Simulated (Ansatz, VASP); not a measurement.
# TiCo2: VASP beside Ansatz

INCAR

```
  PREC = Accurate
  ENCUT = 520
  EDIFF = 1E-6
  ISMEAR = 0
  SIGMA = 0.1
  LREAL = F
  LASPH = T
  NELM = 100
  ALGO = Fast
  ISIF = 2
  LWAVE = F
  LCHARG = F
  GGA = PS
  NBANDS = 39
```

KPOINTS

```
Automatic mesh
0
Gamma
  10 10 10
```

POSCAR

```
TiCo2
1.0
    0.0000000000      3.2094360098      3.2094360098
    3.2094360098      0.0000000000      3.2094360098
    3.2094360098      3.2094360098      0.0000000000
Ti Co
2 4
Direct
    0.5000000000      0.5000000000      0.5000000000
    0.7500000000      0.7500000000      0.7500000000
    0.1250000000      0.1250000000      0.1250000000
    0.6250000000      0.1250000000      0.1250000000
    0.1250000000      0.1250000000      0.6250000000
    0.1250000000      0.6250000000      0.1250000000
```

Input for Ansatz:

```yaml
crystal:
  lattice:
    - [0.0, 3.2094359152, 3.2094359152]
    - [3.2094359152, 0.0, 3.2094359152]
    - [3.2094359152, 3.2094359152, 0.0]
  atoms:
    - { symbol: Ti, position: [0.5, 0.5, 0.5] }
    - { symbol: Ti, position: [0.75, 0.75, 0.75] }
    - { symbol: Co, position: [0.125, 0.125, 0.125] }
    - { symbol: Co, position: [0.625, 0.125, 0.125] }
    - { symbol: Co, position: [0.125, 0.125, 0.625] }
    - { symbol: Co, position: [0.125, 0.625, 0.125] }
basis:
  ecutwfc: 420
kpoints:
  mp_grid: { grid: [10, 10, 10] }
hamiltonian:
  xc: pbesol
scf:
  occupations: { method: gaussian, width: 0.1 }
output:
  forces: true
  stress: true
  eigenvalues: true
```

Alike in both runs: task single point; functional PBEsol; k mesh 10 × 10 × 10; occupations gaussian, width 0.1 eV; no spin polarisation.

|  | VASP | Ansatz |
| --- | --- | --- |
| version | VASP 6.6.1 | Ansatz 0.2.0 |
| potentials or method | VASP PAW PBE potentials, release 64 (Ti_sv, Co), cutoff 520 eV | scalar-relativistic, plane waves, PAW |
| valence electrons in the cell | 60 | 92 |

VASP gave:

- gap on the k mesh at the Fermi level (eV): none
- pressure (GPa): 15.4

**Question.** What did Ansatz give for the same quantities?

**Answer.** gap on the k mesh at the Fermi level (eV): none; pressure (GPa): 16.4.

VASP's potentials were made for PBE, not for PBEsol. A gap of «none» marks a metal or a gap that the smearing closes. VASP's potentials hold 60 valence electrons a cell and Ansatz's 92, so a difference there can come from the potentials and not from the codes.
